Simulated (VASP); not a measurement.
A run of VASP 6.6.1 is set up as follows.

File INCAR:

```
PREC = Accurate
ENCUT = 520
EDIFF = 1E-6
ISMEAR = -1
SIGMA = 0.1
LREAL = False
LASPH = True
NELM = 80
ALGO = Normal
ISIF = 2
LWAVE = False
LCHARG = True
GGA = CA
LELF = True
LVHAR = True
NBANDS = 28
```

The input KPOINTS:

```
regular mesh
0
Gamma
  6 6 6
```

Contents of POSCAR:

```
Ti3Si
1.0
    0.0000000000      3.2210776804      3.2210776804
    3.2210776804      0.0000000000      3.2210776804
    3.2210776804      3.2210776804      0.0000000000
Ti Si
3 1
Direct
    0.7500000000      0.7500000000      0.7500000000
    0.2500000000      0.2500000000      0.2500000000
    0.0000000000      0.0000000000      0.0000000000
    0.5000000000      0.5000000000      0.5000000000
```

Potentials or basis: VASP PAW LDA potentials, release 64 (Ti_sv, Si).

Launch:

```sh
$ cat potpaw_LDA.64/Ti_sv/POTCAR potpaw_LDA.64/Si/POTCAR > POTCAR
$ mpirun -np 1 vasp_std > vasp.out
```

**Question.** What does it give for the pressure?

**Answer.** -15.9 GPa.

**Question.** What does it give for the band gap on the k mesh?

**Answer.** Zero (band 20 reaches 8.42 eV, above the bottom of band 21 at 8.11 eV).
